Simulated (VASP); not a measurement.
Set up this calculation in VASP 6.6.1, as the native input.

- Task: single point
- Functional: PBEsol
- Potentials or basis: VASP PAW PBE potentials, release 64 (S, Zn)
- Cutoff: 520 eV
- k mesh: 9 × 9 × 1
- Occupations: gaussian, width 0.05 eV
- Spin: no spin polarisation
- Dipole correction: yes
- Further INCAR settings: ALGO = Normal; EDIFF = 1e-07; NBANDS = 46

The structure of ZnS lies in POSCAR:

```
ZnS
1.0
    3.7876303073      0.0000000000      0.0000000000
   -1.8938151536      3.2801840662      0.0000000000
    0.0000000000      0.0000000000     25.0509083860
S Zn
4 4
Direct
    0.0000000000      0.0000000000      0.3019607830
    0.3333333333      0.6666666667      0.4277604340
    0.6666666667      0.3333333333      0.5523009153
    0.0000000000      0.0000000000      0.6795677903
    0.3333333333      0.6666666667      0.3252882082
    0.6666666667      0.3333333333      0.4498328002
    0.0000000000      0.0000000000      0.5750790611
    0.3333333333      0.6666666667      0.6882100080
```

These files were run (other wordings do the same):

INCAR

```
SYSTEM = ZnS
  ALGO = Normal
  DIPOL = 0.5 0.5 0.500
  EDIFF = 1E-7
  ENCUT = 520
  GGA = PS
  IDIPOL = 3
  ISIF = 2
  ISMEAR = 0
  LASPH = .TRUE.
  LCHARG = .TRUE.
  LDIPOL = .TRUE.
  LELF = .TRUE.
  LREAL = .FALSE.
  LVACPOTAV = .TRUE.
  LVHAR = .TRUE.
  LWAVE = .FALSE.
  NBANDS = 46
  NELM = 80
  PREC = Accurate
  SIGMA = 0.05
```

KPOINTS

```
k-points
0
G
  9 9 1
  0 0 0
```

Potentials or basis: VASP PAW PBE potentials, release 64 (S, Zn).

The run is started by

```bash
$ cat potpaw_PBE.64/S/POTCAR potpaw_PBE.64/Zn/POTCAR > POTCAR
$ mpirun -np 1 vasp_std > vasp.out
```

Results of the run:

The largest force is 0.022 eV/Å and the band gap on the k mesh is zero (bands 36 and 37 overlap by 0.19 eV).

Caveat: the PAW data sets were made with another functional, which shifts forces and pressure a little.

Wall time 6.4 min on 1 thread of Intel(R) Xeon(R) 6975P-C (Granite Rapids), on a shared host, peak memory 0.44 GiB.
